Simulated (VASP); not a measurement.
Runs of VASP 6.6.1 on Si. The structure is that of space group I4/mmm (No. 139), or close to it. The cells are those of the table. 

| cell | gap on the mesh (eV) | pressure (GPa) | largest force (eV/Å) |
| --- | --- | --- | --- |
| a = 5.256 Å, angles 96.2, 96.2, 141.7°, 4 atoms | none | 0.8 | 1.67 |
| a = 4.995 Å, angles 99.7, 99.7, 131.6°, 4 atoms | none | -1.3 | 1.10 |
| a = 4.929 Å, angles 101.2, 101.2, 127.7°, 4 atoms | none | 0.4 | 2.29 |
| a = 5.330 Å, angles 95.5, 95.5, 143.8°, 4 atoms | none | 2.4 | 2.36 |
| a = 4.880 Å, angles 102.7, 102.7, 124.0°, 4 atoms | none | 3.2 | 3.44 |
| a = 5.166 Å, angles 97.1, 97.1, 138.8°, 4 atoms | none | -1.0 | 0.86 |
| a = 5.035 Å, angles 98.9, 98.9, 133.5°, 4 atoms | none | (b) | 0.52 |
| a = 5.121 Å, angles 97.7, 97.7, 137.1°, 4 atoms | (c) | (a) | 0.44 |

Alike in all rows: task single point; level LDA; potentials or basis VASP PAW LDA potentials, release 64 (Si); no spin polarisation; k mesh 12 × 12 × 12; cutoff (eV) 520; smearing gaussian 0.03 eV.

Fill in the values left out.

(a) -1.5; (b) -1.8; (c) 0.11.

Caveats: semilocal functionals underestimate gaps, and a narrow one can read as zero (at least some runs); forces of over 1 eV/Å act on the atoms, so gaps and moduli don't describe the material at rest (at least some runs); the stress differs along the axes, from -8 to 19 GPa (at least some runs); the stress differs along the axes, from -12 to 4 GPa (at least some runs); the stress differs along the axes, from -18 to 10 GPa (at least some runs); the stress differs along the axes, from -9 to 25 GPa (at least some runs); the stress differs along the axes, from -21 to 15 GPa (at least some runs).

A k mesh can miss the band edges.

A gap of «none» marks levels without a gap at the run's occupations.
